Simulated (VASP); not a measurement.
Crystal: Bi.

```
Bi
1.0
     0.00000    3.57000    3.57000
     3.57000    0.00000    3.57000
     3.57000    3.57000    0.00000
Bi
2
Direct
  0.00000 0.00000 0.00000
  0.25000 0.25000 0.25000
```

```yaml
Program: VASP 6.6.1
Task: relaxation of cell and atoms
Functional: PBE
Potentials_or_basis: VASP PAW PBE potentials, release 64 (Bi_d)
Cutoff: 600 eV
k_mesh: 6 × 6 × 6
Occupations: fermi-dirac, width 0.1 eV
Spin: no spin polarisation
```

At the start: pressure 2.1 GPa; volume 45.50 Å³/atom.

Q: How do energy, volume and symmetry change on relaxing?

A: Over 3 steps the energy falls by 17.7 meV/atom and the volume is 48.38 Å³/atom (+6.3 %); space group Fd-3m (No. 227, to 0.05 Å).

The path:
```tsv
step	energy change (eV)	largest force (eV/Å)	pressure (GPa)	volume (Å³)
1	0.0000	0.0000	2.08	91.00
2	-0.0309	0.0000	-0.64	99.00
3	-0.0354	0.0000	0.00	96.76
```

Final structure:
```
Bi
1.0
     0.00000    3.64380    3.64380
     3.64380    0.00000    3.64380
     3.64380    3.64380    0.00000
Bi
2
Direct
  0.00000 0.00000 0.00000
  0.25000 0.25000 0.25000
```
